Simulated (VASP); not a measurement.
# GaN (Fm-3m) in VASP: further runs, part 2 of 2

VASP 6.6.1. The steps go on from the part before.

## Step 5: Electric field gradients, PBE (volume scaled by 0.96)

Contents of INCAR:

```
PREC = Accurate
ENCUT = 520
EDIFF = 1E-8
ISMEAR = -1
SIGMA = 0.02
LREAL = False
LASPH = True
NELM = 120
ALGO = Normal
ISIF = 2
LWAVE = False
LCHARG = False
GGA = PE
LEFG = True
NBANDS = 16
GGA_COMPAT = False
```

Contents of KPOINTS:

```
Automatic mesh
0
Gamma
  13 13 13
```

Contents of POSCAR:

```
GaN
1.0
    0.0000000000      1.9655710232      1.9655710232
    1.9655710232      0.0000000000      1.9655710232
    1.9655710232      1.9655710232      0.0000000000
Ga N
1 1
Direct
    0.5000000000      0.5000000000      0.5000000000
    0.0000000000      0.0000000000      0.0000000000
```

Potentials or basis: VASP PAW PBE potentials, release 64 (Ga_d, N).

On the command line:

```console
$ cat potpaw_PBE.64/Ga_d/POTCAR potpaw_PBE.64/N/POTCAR > POTCAR
$ mpirun -np 1 vasp_std > vasp.out
```

OUTCAR:

```text
PREC = Accurate
   ENCUT = 520
   EDIFF = 1E-8
   ISMEAR = -1
   LREAL = False
   LASPH = True
   NELM = 120
   ISIF = 2
   GGA = PE

 ion  position               nearest neighbor table
   1  0.500  0.500  0.500-   2 1.97   2 1.97   2 1.97   2 1.97   2 1.97   2 1.97
   2  0.000  0.000  0.000-   1 1.97   1 1.97   1 1.97   1 1.97   1 1.97   1 1.97

  LATTYP: Found a face centered cubic cell.
 ALAT       =     3.9311420464

  Lattice vectors:

 A1 = (   0.0000000000,   1.9655710232,   1.9655710232)
 A2 = (   1.9655710232,   0.0000000000,   1.9655710232)
 A3 = (   1.9655710232,   1.9655710232,   0.0000000000)

Analysis of symmetry for initial positions (statically):
=====================================================================
 Subroutine PRICEL returns:
 Original cell was already a primitive cell.

 Routine SETGRP: Setting up the symmetry group for a
 face centered cubic supercell.

 Subroutine GETGRP returns: Found 48 space group operations
 (whereof 48 operations were pure point group operations)
 out of a pool of 48 trial point group operations.

The static configuration has the point symmetry O_h .

Analysis of symmetry for dynamics (positions and initial velocities):
=====================================================================
 Subroutine PRICEL returns:
 Original cell was already a primitive cell.

 Routine SETGRP: Setting up the symmetry group for a
 face centered cubic supercell.

 Subroutine GETGRP returns: Found 48 space group operations
 (whereof 48 operations were pure point group operations)
 out of a pool of 48 trial point group operations.

[... 158 lines left out ...]
      2      -3.0985      2.00000
      3      -3.0985      2.00000
      4      -3.0985      2.00000
      5      -2.9323      2.00000
      6      -2.9323      2.00000
[... 433 lines left out ...]
      3      -3.2658      2.00000
      4      -3.1563      2.00000
      5      -2.6774      2.00000
      6      -2.4134      2.00000
[... 8 lines left out ...]
     15      34.3973      0.00000
     16      37.8815      0.00000

 [... further k-points ...]

------------------------ aborting loop because EDIFF is reached ----------------------------------------

  FORCE on cell =-STRESS in cart. coord.  units (eV):
  Direction    XX          YY          ZZ          XY          YZ          ZX
  --------------------------------------------------------------------------------------
  -------------------------------------------------------------------------------------
  Total        8.7150269      8.7150269      8.7150269      0.0000000      0.0000000     -0.0000000
  in kB      919.3546884    919.3546884    919.3546884      0.0000000      0.0000000     -0.0000000
  external PRESSURE =     919.3546884 kB  Pullay stress =       0.0000000 kB

 VOLUME and BASIS-vectors are now :
 -----------------------------------------------------------------------------
  energy-cutoff  :      520.00
  volume of cell :       15.19
      direct lattice vectors                 reciprocal lattice vectors
     0.000000000  1.965571023  1.965571023    -0.254379004  0.254379004  0.254379004
     1.965571023  0.000000000  1.965571023     0.254379004 -0.254379004  0.254379004
     1.965571023  1.965571023  0.000000000     0.254379004  0.254379004 -0.254379004

 POSITION                                       TOTAL-FORCE (eV/Angst)
 -----------------------------------------------------------------------------------
      1.96557      1.96557      1.96557        -0.000000     -0.000000     -0.000000
      0.00000      0.00000      0.00000         0.000000      0.000000      0.000000
 -----------------------------------------------------------------------------------
    total drift:                                0.000000     -0.000000      0.000000

  FREE ENERGIE OF THE ION-ELECTRON SYSTEM (eV)
  ---------------------------------------------------
  free  energy   TOTEN  =       -10.2163292530 eV

  energy  without entropy=      -10.2163292530  energy(sigma->0) =      -10.21632925

 Electric field gradients (V/A^2)
---------------------------------------------------------------------
 ion       V_xx      V_yy      V_zz      V_xy      V_xz      V_yz
---------------------------------------------------------------------
   1      -0.000    -0.000     0.000    -0.002    -0.002    -0.002
   2      -0.000    -0.000     0.000     0.000     0.000     0.000
---------------------------------------------------------------------

 Electric field gradients after diagonalization (V/A^2)
 (convention: |V_zz| > |V_xx| > |V_yy|)
----------------------------------------------------------------------
 ion       V_xx      V_yy      V_zz     asymmetry (V_yy - V_xx)/ V_zz
----------------------------------------------------------------------
   1       0.002     0.002    -0.003       0.000
   2      -0.000    -0.000     0.001       0.000
----------------------------------------------------------------------

           NMR quadrupolar parameters

 Cq : quadrupolar parameter    Cq=e*Q*V_zz/h
 eta: asymmetry parameters     (V_yy - V_xx)/ V_zz
 Q  : nuclear electric quadrupole moment in mb (millibarn)
----------------------------------------------------------------------
 ion       Cq(MHz)       eta       Q (mb)
----------------------------------------------------------------------
   1      -0.000       0.000       1.000
   2       0.000       0.000       1.000
----------------------------------------------------------------------
```

stdout:

```text
POSCAR found type information on POSCAR GaN
 POSCAR found :  2 types and       2 ions
 scaLAPACK will be used
 LDA part: xc-table for (Slater+PW92), standard interpolation
 POSCAR, INCAR and KPOINTS ok, starting setup
 FFT: planning ... GRIDC
 FFT: planning ... GRID_SOFT
 FFT: planning ... GRID
 WAVECAR not read
 entering main loop
ion   1

ion   2
```

Wall time 66 s (1 thread of AMD EPYC 7R13, shared host); peak memory 0.12 GiB.

Results:

* Free energy: -10.2163 eV
* Pressure: 91.9 GPa
* Band gap on the k mesh: 2.22 eV, indirect (least direct gap 5.83 eV)

Caveat: without QUAD_EFG the Cq values of the log hold for a quadrupole moment of 1 mb, not for the nuclei.

## Step 6: Electric field gradients, PBE (volume scaled by 1.01)

Contents of INCAR:

```
PREC = Accurate
ENCUT = 520
EDIFF = 1E-8
ISMEAR = -1
SIGMA = 0.02
LREAL = F
LASPH = T
NELM = 120
ALGO = Normal
ISIF = 2
LWAVE = F
LCHARG = F
GGA = PE
LEFG = T
NBANDS = 16
GGA_COMPAT = F
```

KPOINTS is that of step 5.

Contents of POSCAR:

```
GaN
1.0
    0.0000000000      1.9991196500      1.9991196500
    1.9991196500      0.0000000000      1.9991196500
    1.9991196500      1.9991196500      0.0000000000
Ga N
1 1
Direct
    0.5000000000      0.5000000000      0.5000000000
    0.0000000000      0.0000000000      0.0000000000
```

Potentials or basis: VASP PAW PBE potentials, release 64 (Ga_d, N).

On the command line:

```console
$ cat potpaw_PBE.64/Ga_d/POTCAR potpaw_PBE.64/N/POTCAR > POTCAR
$ mpirun -np 1 vasp_std > vasp.out
```

OUTCAR:

```text
PREC = Accurate
   ENCUT = 520
   EDIFF = 1E-8
   ISMEAR = -1
   LREAL = F
   LASPH = T
   NELM = 120
   ISIF = 2
   GGA = PE

 ion  position               nearest neighbor table
   1  0.500  0.500  0.500-   2 2.00   2 2.00   2 2.00   2 2.00   2 2.00   2 2.00
   2  0.000  0.000  0.000-   1 2.00   1 2.00   1 2.00   1 2.00   1 2.00   1 2.00

  LATTYP: Found a face centered cubic cell.
 ALAT       =     3.9982393000

  Lattice vectors:

 A1 = (   0.0000000000,   1.9991196500,   1.9991196500)
 A2 = (   1.9991196500,   0.0000000000,   1.9991196500)
 A3 = (   1.9991196500,   1.9991196500,   0.0000000000)

Analysis of symmetry for initial positions (statically):
=====================================================================
 Subroutine PRICEL returns:
 Original cell was already a primitive cell.

 Routine SETGRP: Setting up the symmetry group for a
 face centered cubic supercell.

 Subroutine GETGRP returns: Found 48 space group operations
[... 643 lines left out ...]
  volume of cell :       15.98
      direct lattice vectors                 reciprocal lattice vectors
     0.000000000  1.999119650  1.999119650    -0.250110092  0.250110092  0.250110092
     1.999119650  0.000000000  1.999119650     0.250110092 -0.250110092  0.250110092
     1.999119650  1.999119650  0.000000000     0.250110092  0.250110092 -0.250110092

 POSITION                                       TOTAL-FORCE (eV/Angst)
 -----------------------------------------------------------------------------------
      1.99912      1.99912      1.99912         0.000000      0.000000      0.000000
      0.00000      0.00000      0.00000        -0.000000     -0.000000      0.000000
 -----------------------------------------------------------------------------------
    total drift:                                0.000000     -0.000000      0.000000

  FREE ENERGIE OF THE ION-ELECTRON SYSTEM (eV)
  ---------------------------------------------------
  free  energy   TOTEN  =       -10.6031732268 eV

  energy  without entropy=      -10.6031732268  energy(sigma->0) =      -10.60317323

 Electric field gradients (V/A^2)
---------------------------------------------------------------------
 ion       V_xx      V_yy      V_zz      V_xy      V_xz      V_yz
---------------------------------------------------------------------
   1      -0.000     0.000     0.000    -0.002    -0.002    -0.002
   2      -0.000     0.000     0.000    -0.000    -0.000    -0.000
---------------------------------------------------------------------

 Electric field gradients after diagonalization (V/A^2)
 (convention: |V_zz| > |V_xx| > |V_yy|)
----------------------------------------------------------------------
 ion       V_xx      V_yy      V_zz     asymmetry (V_yy - V_xx)/ V_zz
----------------------------------------------------------------------
   1       0.002     0.002    -0.004       0.000
   2       0.000     0.000    -0.000       0.000
----------------------------------------------------------------------

           NMR quadrupolar parameters

 Cq : quadrupolar parameter    Cq=e*Q*V_zz/h
 eta: asymmetry parameters     (V_yy - V_xx)/ V_zz
 Q  : nuclear electric quadrupole moment in mb (millibarn)
----------------------------------------------------------------------
 ion       Cq(MHz)       eta       Q (mb)
----------------------------------------------------------------------
   1      -0.000       0.000       1.000
   2      -0.000       0.000       1.000
----------------------------------------------------------------------
```

OSZICAR:

```text
N       E                     dE             d eps       ncg     rms          rms(c)
DAV:   1     0.779312791175E+02    0.77931E+02   -0.88720E+03  2912   0.226E+03
DAV:   2    -0.844647586564E+01   -0.86378E+02   -0.80218E+02  3144   0.337E+02
DAV:   3    -0.126275880852E+02   -0.41811E+01   -0.41684E+01  3048   0.632E+01
DAV:   4    -0.126637891230E+02   -0.36201E-01   -0.36198E-01  3344   0.605E+00
DAV:   5    -0.126641079944E+02   -0.31887E-03   -0.31887E-03  3208   0.527E-01    0.795E+00
DAV:   6    -0.106353447158E+02    0.20288E+01   -0.40395E+00  3896   0.465E+01    0.251E+00
DAV:   7    -0.106180990450E+02    0.17246E-01   -0.33773E-01  3176   0.558E+00    0.167E+00
DAV:   8    -0.106051375126E+02    0.12962E-01   -0.25503E-02  3600   0.312E+00    0.380E-01
DAV:   9    -0.106032158610E+02    0.19217E-02   -0.70809E-03  3544   0.279E+00    0.908E-02
DAV:  10    -0.106031721563E+02    0.43705E-04   -0.33881E-04  2960   0.227E-01    0.440E-02
DAV:  11    -0.106031708017E+02    0.13546E-05   -0.78872E-05  3440   0.150E-01    0.236E-02
DAV:  12    -0.106031733747E+02   -0.25730E-05   -0.48950E-06  3224   0.254E-02    0.931E-03
DAV:  13    -0.106031732327E+02    0.14201E-06   -0.87458E-08  3560   0.591E-03    0.550E-03
DAV:  14    -0.106031732268E+02    0.58526E-08   -0.95972E-08  3296   0.332E-03
   1 F= -.10603173E+02 E0= -.10603173E+02  d E =-.240957E-11
```

stdout:

```text
POSCAR found type information on POSCAR GaN
 POSCAR found :  2 types and       2 ions
 scaLAPACK will be used
 LDA part: xc-table for (Slater+PW92), standard interpolation
 POSCAR, INCAR and KPOINTS ok, starting setup
 FFT: planning ... GRIDC
 FFT: planning ... GRID_SOFT
 FFT: planning ... GRID
 WAVECAR not read
 entering main loop
ion   1

ion   2
```

Run time: 62 s. Hardware: 1 thread of AMD EPYC 7R13, shared host; peak memory 0.12 GiB.

What came out:

```yaml
Free_energy: -10.6032 eV
Pressure: 65.5 GPa
Band_gap_on_the_k_mesh: 1.84 eV, indirect (least direct gap 5.06 eV)
```

Levels at points of the mesh, in eV from the valence-band top:
```tsv
k point	band 5	band 6	band 7	band 8	band 9	band 10	band 11	band 12	band 13	band 14
(0.00, 0.00, 0.00)	-13.84	-13.84	-0.73	-0.73	-0.73	4.33	15.75	15.75	15.75	16.65
```

Caveat: without QUAD_EFG the Cq values of the log hold for a quadrupole moment of 1 mb, not for the nuclei.

## Step 7: Overview

| cell | gap on the mesh (eV) | pressure (GPa) |
| --- | --- | --- |
| a = 2.760 Å, angles 60.0°, 2 atoms | 2.38 | 104.4 |
| a = 2.799 Å, angles 60.0°, 2 atoms | 2.06 | 80.6 |
| a = 2.780 Å, angles 60.0°, 2 atoms | 2.22 | 91.9 |
| a = 2.827 Å, angles 60.0°, 2 atoms | 1.84 | 65.5 |

Alike in all rows: task electric field gradients; level PBE; potentials or basis VASP PAW PBE potentials, release 64 (Ga_d, N); no spin polarisation; k mesh 13 × 13 × 13; cutoff (eV) 520; smearing fermi-dirac 0.02 eV.

Absolute energies hang on the potentials; compare differences alone.
